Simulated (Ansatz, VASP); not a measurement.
**CdF2 in VASP and in Ansatz**

The input INCAR:

```
PREC     = Accurate       # precision mode
ENCUT    = 520            # plane-wave cutoff, eV
EDIFF    = 1E-6           # SCF threshold, eV
ISMEAR   = 0              # smearing method
SIGMA    = 0.05           # smearing width, eV
LREAL    = F              # projectors in reciprocal space
LASPH    = T              # aspherical terms in the spheres
NELM     = 80             # most SCF steps
ALGO     = Normal         # electronic algorithm
ISIF     = 2              # what is computed and relaxed
LWAVE    = F              # write WAVECAR
LCHARG   = F              # write CHGCAR
GGA      = PE             # functional
NBANDS   = 20             # bands
```

File KPOINTS:

```
Automatic mesh
0
Gamma
  8 8 8
```

Contents of POSCAR:

```
CdF2
1.0
    0.0000000000      2.6535900000      2.7748200000
    2.6535900000      0.0000000000      2.7748200000
    2.6535900000      2.6535900000      0.0000000000
Cd F
1 2
Direct
    0.0000000000      0.0000000000      0.0000000000
    0.2500000000      0.2500000000      0.2500000000
    0.7500000000      0.7500000000      0.7500000000
```

Input for Ansatz:

```yaml
crystal:
  lattice:
    - [0.0, 2.65359, 2.77482]
    - [2.65359, 0.0, 2.77482]
    - [2.65359, 2.65359, 0.0]
  atoms:
    - { symbol: Cd, position: [0.0, 0.0, 0.0] }
    - { symbol: F, position: [0.25, 0.25, 0.25] }
    - { symbol: F, position: [0.75, 0.75, 0.75] }
basis:
  ecutwfc: 420
kpoints:
  mp_grid: { grid: [8, 8, 8] }
hamiltonian:
  xc: pbe
scf:
  occupations: { method: gaussian, width: 0.05 }
output:
  forces: true
  stress: true
  eigenvalues: true
```

Change from the starting cell: strain -0.015 along x and y, +0.030 along z, atoms carried along.

Alike in both runs: task single point; functional PBE; k mesh 8 × 8 × 8; occupations gaussian, width 0.05 eV; no spin polarisation.

|  | VASP | Ansatz |
| --- | --- | --- |
| version | VASP 6.6.1 | Ansatz 0.2.0 |
| potentials or method | VASP PAW PBE potentials, release 64 (Cd, F), cutoff 520 eV | scalar-relativistic, plane waves, PAW |
| valence electrons in the cell | 26 | 34 |

```tsv
	VASP	Ansatz	Ansatz less VASP
gap on the k mesh at the Fermi level (eV)	3.01	3.04	+0.033
least direct gap on the mesh (eV)	3.47	3.50	+0.030
pressure (GPa)	6.3	5.5	-0.75
traceless stress, the component that is largest in VASP (GPa)	-3.19	-3.24	-0.051
```

VASP's potentials hold 26 valence electrons a cell and Ansatz's 34, so a difference there can come from the potentials and not from the codes.
